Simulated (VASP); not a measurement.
The system is Os4C.

```
CELL_PARAMETERS angstrom
4.46229 0.00000 0.00000
0.00000 4.46229 0.00000
0.00000 0.00000 4.46229
ATOMIC_POSITIONS crystal
Os 0.50000 0.00000 0.00000
Os 0.00000 0.50000 0.00000
Os 0.00000 0.00000 0.50000
Os 0.50000 0.50000 0.50000
C 0.00000 0.00000 0.00000
```

| Item | Value |
| --- | --- |
| Program | VASP 6.6.1 |
| Task | relaxation of cell and atoms |
| Functional | PBE |
| Potentials or basis | VASP PAW PBE potentials, release 64 (Os, C) |
| Cutoff | 600 eV |
| k mesh | 4 × 4 × 4 |
| Occupations | gaussian, width 0.1 eV |
| Spin | no spin polarisation |

At the start: pressure -51.4 GPa; volume 17.77 Å³/atom.

**Question.** Where does the relaxation end?

**Answer.** Over 7 steps the energy falls by 1002.7 meV/atom and the volume is 13.17 Å³/atom (-25.9 %); space group Pm-3m (No. 221, to 0.05 Å).

Step by step:
```csv
step,energy change (eV),largest force (eV/Å),pressure (GPa),volume (Å³)
1,0.0000,0.0000,-51.40,88.85
2,55.0166,0.0000,1103.82,33.85
3,-2.3578,0.0000,-45.03,81.10
4,-3.7243,0.0000,-35.96,75.75
5,-4.7902,0.0000,21.96,62.33
6,-5.0012,0.0000,-4.52,66.63
7,-5.0135,0.0000,-0.39,65.84
```

Final structure:
```
CELL_PARAMETERS angstrom
4.03795 0.00000 0.00000
0.00000 4.03795 0.00000
0.00000 0.00000 4.03795
ATOMIC_POSITIONS crystal
Os 0.50000 0.00000 0.00000
Os 0.00000 0.50000 0.00000
Os 0.00000 0.00000 0.50000
Os 0.50000 0.50000 0.50000
C 0.00000 0.00000 0.00000
```

Caveat: the volume moved by over 15 % at a fixed basis, so the end points are rough.
